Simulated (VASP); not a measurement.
# SnTe (P-3m1) in VASP: notebook

The runs below take SnTe through relaxation of cell and atoms, single point, with PBE.

Program: VASP 6.6.1. These are calculated values, not measurements. Logs are shortened: lines on timing, memory, paths and dates and some standing lists are left out, and cuts for length are marked.

## (1) The cell of the first run

It takes space group P-3m1 (No. 164, trigonal). The conventional cell has a = 4.202 Å, b = 4.202 Å, c = 11.977 Å, α = 90.00°, β = 90.00°, γ = 120.00°. Sn (site symmetry 3m) has 3 Te at 2.95 Å within 3.9 Å. Te (site symmetry 3m) has 3 Sn at 2.95 Å within 3.9 Å.

The cell was built from a structure type or drawn by symmetry, and may not be a known phase.

## (2) Relaxation of cell and atoms, PBE

Input file INCAR:

```
SYSTEM = SnTe
  ALGO = Normal
  EDIFF = 1E-7
  EDIFFG = -0.01
  ENCUT = 600
  GGA = PE
  IBRION = 2
  ISIF = 3
  ISMEAR = 0
  LASPH = .TRUE.
  LCHARG = .FALSE.
  LREAL = .FALSE.
  LWAVE = .FALSE.
  NELM = 60
  NSW = 100
  PREC = Accurate
  SIGMA = 0.02
```

Input file KPOINTS:

```
k-points
0
G
  6 6 4
  0 0 0
```

Input file POSCAR:

```
SnTe
1.0
    4.2018674436      0.0000000000      0.0000000000
   -2.1009337218      3.6389239495      0.0000000000
    0.0000000000      0.0000000000     11.9766454190
Sn Te
2 2
Direct
    0.0000000000      0.0000000000      0.8136327547
    0.0000000000      0.0000000000      0.1863672453
    0.3333333333      0.6666666667      0.6735374372
    0.6666666667      0.3333333333      0.3264625628
```

Potentials or basis: VASP PAW PBE potentials, release 64 (Sn_d, Te).

Launch:

```console
$ cat potpaw_PBE.64/Sn_d/POTCAR potpaw_PBE.64/Te/POTCAR > POTCAR
$ mpirun -np 1 vasp_std > vasp.out
```

OUTCAR:

```text
SYSTEM = SnTe
   EDIFF = 1E-7
   EDIFFG = -0.01
   ENCUT = 600
   GGA = PE
   IBRION = 2
   ISIF = 3
   ISMEAR = 0
   LASPH = .TRUE.
   LREAL = .FALSE.
   NELM = 60
   NSW = 100
   PREC = Accurate

 ion  position               nearest neighbor table
   1  0.000  0.000  0.814-   3 2.95   3 2.95   3 2.95
   2  0.000  0.000  0.186-   4 2.95   4 2.95   4 2.95
   3  0.333  0.667  0.674-   1 2.95   1 2.95   1 2.95
   4  0.667  0.333  0.326-   2 2.95   2 2.95   2 2.95

  LATTYP: Found a hexagonal cell.
 ALAT       =     4.2018674436
 C/A-ratio  =     2.8503149087

  Lattice vectors:

 A1 = (   4.2018674436,   0.0000000000,   0.0000000000)
 A2 = (  -2.1009337218,   3.6389239495,   0.0000000000)
 A3 = (   0.0000000000,   0.0000000000,  11.9766454190)

Analysis of symmetry for initial positions (statically):
=====================================================================
 Subroutine PRICEL returns:
 Original cell was already a primitive cell.

 Routine SETGRP: Setting up the symmetry group for a
 hexagonal supercell.

 Subroutine GETGRP returns: Found 12 space group operations
 (whereof 12 operations were pure point group operations)
 out of a pool of 24 trial point group operations.

The static configuration has the point symmetry D_3d.

Analysis of symmetry for dynamics (positions and initial velocities):
=====================================================================
 Subroutine PRICEL returns:
 Original cell was already a primitive cell.

 Routine SETGRP: Setting up the symmetry group for a
 hexagonal supercell.

 Subroutine GETGRP returns: Found 12 space group operations
 (whereof 12 operations were pure point group operations)
 out of a pool of 24 trial point group operations.

The dynamic configuration has the point symmetry D_3d.

 Subroutine INISYM returns: Found 12 space group operations
 (whereof 12 operations are pure point group operations),
 and found     1 'primitive' translations

----------------------------------------------------------------------------------------

                                     Primitive cell

  volume of cell :     183.1262

  direct lattice vectors                    reciprocal lattice vectors
     4.201867444  0.000000000  0.000000000     0.237989421  0.137403256  0.000000000
    -2.100933722  3.638923950  0.000000000     0.000000000  0.274806513  0.000000000
     0.000000000  0.000000000 11.976645419     0.000000000  0.000000000  0.083495834
[... 76 lines left out ...]
   NGXF,Y,Z  is equivalent  to a cutoff of  28.49, 28.49, 26.65 a.u.
 SYSTEM =  SnTe
   PREC   = accura    normal or accurate (medium, high low for compatibility)
   ISTART =      0    job   : 0-new  1-cont  2-samecut
   ICHARG =      2    charge: 1-file 2-atom 10-const
   ISPIN  =      1    spin polarized calculation?
   LNONCOLLINEAR =      F non collinear calculations
   LSORBIT =      F    spin-orbit coupling
   LASPH  =      T    aspherical Exc in radial PAW
   ENCUT  =  600.0 eV  44.10 Ry    6.64 a.u.   8.39  8.39 23.92*2*pi/ulx,y,z
   NELM   =     60;   NELMIN=  2; NELMDL= -5     # of ELM steps
   EDIFF  = 0.1E-06   stopping-criterion for ELM
   LREAL  =      F    real-space projection
   EDIFFG = -.1E-01   stopping-criterion for IOM
   NSW    =    100    number of steps for IOM
   IBRION =      2    ionic relax: 0-MD 1-quasi-New 2-CG
   NFREE  =      1    steps in history (QN), initial steepest desc. (CG)
   ISIF   =      3    stress and relaxation
   ISYM   =      2    0-nonsym 1-usesym 2-fastsym
   POTIM  = 0.5000    time-step for ionic-motion
   TEBEG  =    0.0;   TEEND  =   0.0 temperature during run
   PSTRESS=    0.0 pullay stress
   NELECT =      40.0000    total number of electrons
   NUPDOWN=      -1.0000    fix difference up-down
   EMIN   =  10.00;   EMAX   =-10.00  energy-range for DOS
   EFERMI =   0.00;   METHOD = LEGACY
   ISMEAR =     0;   SIGMA  =   0.02  broadening in eV -4-tet -1-fermi 0-gaus
   EFERMI_NEDOS =   21; number of points for ismear=-14 and -15
   IALGO  =     38    algorithm
   IMIX   =      4    mixing-type and parameters
     AMIX     =   0.40;   BMIX     =  1.00
     AMIX_MAG =   1.60;   BMIX_MAG =  1.00
  volume/ion in A,a.u.               =      45.78       308.95
  Fermi-wavevector in a.u.,A,eV,Ry     =   0.985927  1.863131 13.225565  0.972052
  Thomas-Fermi vector in A             =   2.117270
   LORBIT       =      0    0 simple, 1 ext, 2 COOP (PROOUT), +10 PAW based schemes
   GGA     = PE    functional components
   LHFCALC =     F    Hartree Fock is set to
   AEXX    =    0.0000 exact exchange contribution
   IVDW    =     0    specifies the selected vdW correction
   LEPSILON=     F    determine dielectric tensor
   LRPA    =     F    only Hartree local field effects (RPA)
 conjugate gradient relaxation of ions
 non-spin polarized calculation
 Gauss-broadening in eV      SIGMA  =   0.02
  energy-cutoff  :      600.00
  volume of cell :      183.13
 maximum number of plane-waves:      6173
 NGX is ok and might be reduce to    36
   NGX = 17   NGY = 17   NGZ = 47

--------------------------------------- Ionic step        1  -------------------------------------------

 number of electron      39.9999999 magnetization

 Free energy of the ion-electron system (eV)
  ---------------------------------------------------
  ext. energy  EPLUGINS =         0.00000000
  ---------------------------------------------------
  free energy    TOTEN  =       -14.64299509 eV

  energy without entropy =      -14.64299509  energy(sigma->0) =      -14.64299509

------------------------ aborting loop because EDIFF is reached ----------------------------------------

  FORCE on cell =-STRESS in cart. coord.  units (eV):
  Direction    XX          YY          ZZ          XY          YZ          ZX
  --------------------------------------------------------------------------------------
  -------------------------------------------------------------------------------------
  Total        0.0833226      0.0833226      0.0872852      0.0000000      0.0000000      0.0000000
  in kB        0.7289923      0.7289923      0.7636612      0.0000000      0.0000000      0.0000000
  external PRESSURE =       0.7405486 kB  Pullay stress =       0.0000000 kB
[... 63 lines left out ...]
--------------------------------------- Ionic step        3  -------------------------------------------

 number of electron      40.0000000 magnetization

 Free energy of the ion-electron system (eV)
  ---------------------------------------------------
  ext. energy  EPLUGINS =         0.00000000
  ---------------------------------------------------
  free energy    TOTEN  =       -14.64309833 eV

  energy without entropy =      -14.64309833  energy(sigma->0) =      -14.64309833

 E-fermi :   2.9399     XC(G=0):  -7.5193

 val. band max:        2.8383404006   @ k =   0.0000   0.0000   0.0000
 cond. band min:       3.7875734918   @ k =   0.0000   0.3333   0.2500
 fundamental gap:      0.9492330912
 Fermi energy:         2.9399038990

 k-point     1 :       0.0000    0.0000    0.0000
  band No.  band energies     occupation
      1     -18.3572      2.00000
      2     -18.3572      2.00000
      3     -18.3572      2.00000
      4     -18.3572      2.00000
      5     -18.3064      2.00000
      6     -18.3064      2.00000
[... 668 lines left out ...]
  FREE ENERGIE OF THE ION-ELECTRON SYSTEM (eV)
  ---------------------------------------------------
  free  energy   TOTEN  =       -14.6430983328 eV

  energy  without entropy=      -14.6430983328  energy(sigma->0) =      -14.64309833

 reached required accuracy - stopping structural energy minimisation
```

CONTCAR:

```text
SnTe
   1.00000000000000
     4.2044214467167080    0.0000000000000000    0.0000000000000000
    -2.1022107233583540    3.6411357810804277    0.0000000000000000
     0.0000000000000000    0.0000000000000000   11.9842713356144248
  Sn              Te
     2     2
Direct
     0.0000000000000000    0.0000000000000000    0.8136863139673498
     0.0000000000000000    0.0000000000000000    0.1863136860326502
     0.3333333332999970    0.6666666667000030    0.6734885080807428
     0.6666666667000030    0.3333333332999970    0.3265114919192572

  0.00000000E+00  0.00000000E+00  0.00000000E+00
  0.00000000E+00  0.00000000E+00  0.00000000E+00
  0.00000000E+00  0.00000000E+00  0.00000000E+00
  0.00000000E+00  0.00000000E+00  0.00000000E+00
```

Wall time 2.9 min (1 thread of Intel Xeon Platinum 8488C (Sapphire Rapids), shared host); peak memory 0.44 GiB.

What came out:

* Free energy: -14.6431 eV
* Relaxed volume: 45.87 Å³/atom
* Relaxed cell: a = 4.204 Å, b = 4.204 Å, c = 11.984 Å, α = 90.00°, β = 90.00°, γ = 120.00°
* Space group after relaxing (to 0.1 Å): P-3m1 (No. 164)
* Energy gained by relaxing: 0.0 meV/atom
* Ionic steps: 3
* Pressure after relaxing: 0.0 GPa
* Largest force after relaxing: 0.004 eV/Å
* Band gap on the k mesh: 0.95 eV (least direct gap 1.14 eV)

Forces in eV/Å, atoms in the order of the input:
```
Sn   0.000  0.000 -0.002
Sn   0.000  0.000  0.002
Te   0.000  0.000  0.004
Te   0.000  0.000 -0.004
```

Step by step:
| step | energy change (eV) | largest force (eV/Å) | pressure (GPa) | volume (Å³) |
| --- | --- | --- | --- | --- |
| 1 | 0.0000 | 0.0220 | 0.07 | 183.13 |
| 2 | -0.0001 | 0.0195 | -0.03 | 183.69 |
| 3 | -0.0001 | 0.0040 | 0.01 | 183.47 |

Final structure:
```
Sn Te
1.0
     4.20442    0.00000    0.00000
    -2.10221    3.64114    0.00000
     0.00000    0.00000   11.98427
Sn Te
2 2
Direct
  0.00000 0.00000 0.81369
  0.00000 0.00000 0.18631
  0.33333 0.66667 0.67349
  0.66667 0.33333 0.32651
```

Caveat: spin-orbit coupling is left out, which moves the levels of the heavy elements.

## (3) Single point, PBE

Input file INCAR:

```
SYSTEM = SnTe
PREC     = Accurate       ! precision mode
ENCUT    = 520            ! plane-wave cutoff, eV
EDIFF    = 1E-6           ! SCF threshold, eV
ISMEAR   = 0              ! smearing method
SIGMA    = 0.02           ! smearing width, eV
LREAL    = .False.        ! projectors in reciprocal space
LASPH    = .True.         ! aspherical terms in the spheres
NELM     = 80             ! most SCF steps
ALGO     = Normal         ! electronic algorithm
ISIF     = 2              ! what is computed and relaxed
LWAVE    = .False.        ! write WAVECAR
LCHARG   = .False.        ! write CHGCAR
GGA      = PE             ! functional
NBANDS   = 28             ! bands
```

Input file KPOINTS:

```
Automatic mesh
0
Gamma
  12 12 4
  0 0 0
```

POSCAR is that of step 2.

Potentials or basis: VASP PAW PBE potentials, release 64 (Sn_d, Te).

Launch:

```console
$ cat potpaw_PBE.64/Sn_d/POTCAR potpaw_PBE.64/Te/POTCAR > POTCAR
$ mpirun -np 1 vasp_std > vasp.out
```

It took 4.9 min on 1 thread of Intel Xeon Platinum 8375C at 2.90GHz (Ice Lake), shared host; peak memory 0.5 GiB.

The run converged. Its results:

```yaml
Free_energy: -14.6564 eV
Pressure: 0.0 GPa
Largest_force: 0.029 eV/Å
Band_gap_on_the_k_mesh: 0.93 eV (least direct gap 1.14 eV)
```

Forces on the atoms (eV/Å):
```
Sn   0.000  0.000  0.029
Sn   0.000  0.000 -0.029
Te   0.000  0.000 -0.028
Te   0.000  0.000  0.028
```

Stress tensor (GPa, compression positive):
```
-0.01  0.00  0.00
 0.00 -0.01  0.00
 0.00  0.00  0.09
```

Levels at points of the mesh, in eV from the valence-band top:
```
           k point  band 16  band 17  band 18  band 19  band 20  band 21  band 22  band 23  band 24  band 25
(0.00, 0.00, 0.00)    -0.63    -0.63    -0.61    -0.61    -0.02     1.13     1.96     3.05     3.05     3.11
(0.50, 0.00, 0.00)    -2.92    -1.83    -1.76    -1.50    -1.48     1.35     1.64     2.11     2.93     3.31
(0.00, 0.00, 0.50)    -0.81    -0.64    -0.64    -0.61    -0.61     1.42     1.91     3.01     3.01     3.15
(0.50, 0.00, 0.50)    -2.95    -1.82    -1.79    -1.77    -1.22     1.41     1.44     2.66     2.66     3.47
```

Caveat: spin-orbit coupling is left out, which moves the levels of the heavy elements. A k mesh can miss the band edges.
